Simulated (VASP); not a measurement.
Write the native input for VASP 6.6.1 that does the following.

```yaml
Task: single point
Functional: PBE
Potentials_or_basis: VASP PAW PBE potentials, release 64 (Ba_sv, Au)
Cutoff: 520 eV
k_mesh: 6 × 6 × 6
Occupations: gaussian, width 0.1 eV
Spin: no spin polarisation
Dipole_correction: no
Further_INCAR_settings: ALGO = Fast; EDIFF = 1e-07; NBANDS = 34
```

The structure of Ba2Au3 lies in POSCAR:

```
Ba2Au3
1.0
    5.9169015903      0.0000000000      0.0000000000
    0.0000000000      5.9169015903      0.0000000000
    0.0000000000      0.0000000000      5.9169015903
Ba Au
2 3
Direct
    0.5000000000      0.5000000000      0.5000000000
    0.0000000000      0.0000000000      0.0000000000
    0.0000000000      0.5000000000      0.5000000000
    0.5000000000      0.0000000000      0.5000000000
    0.5000000000      0.5000000000      0.0000000000
```

The cell was generated, and may not be a known phase.

These files were run (other wordings do the same):

INCAR

```
PREC = Accurate
ENCUT = 520
EDIFF = 1E-7
ISMEAR = 0
SIGMA = 0.1
LREAL = False
LASPH = True
NELM = 100
ALGO = Fast
ISIF = 2
LWAVE = False
LCHARG = False
GGA = PE
NBANDS = 34
```

KPOINTS

```
regular mesh
0
Gamma
  6 6 6
```

Potentials or basis: VASP PAW PBE potentials, release 64 (Ba_sv, Au).

Launch:

```console
$ cat potpaw_PBE.64/Ba_sv/POTCAR potpaw_PBE.64/Au/POTCAR > POTCAR
$ mpirun -np 1 vasp_std > vasp.out
```

It gave:

```json
{
 "Pressure": "0.5 GPa",
 "Band gap on the k mesh": "zero (an odd number of electrons rules out a gap without spin polarisation)"
}
```

Caveat: spin-orbit coupling is left out, which moves the levels of the heavy elements.

Run time: 5.3 min on 1 thread of Intel(R) Xeon(R) Platinum 8259CL CPU @ 2.50GHz (Skylake/Cascade Lake) (shared host), peak memory 0.4 GiB.
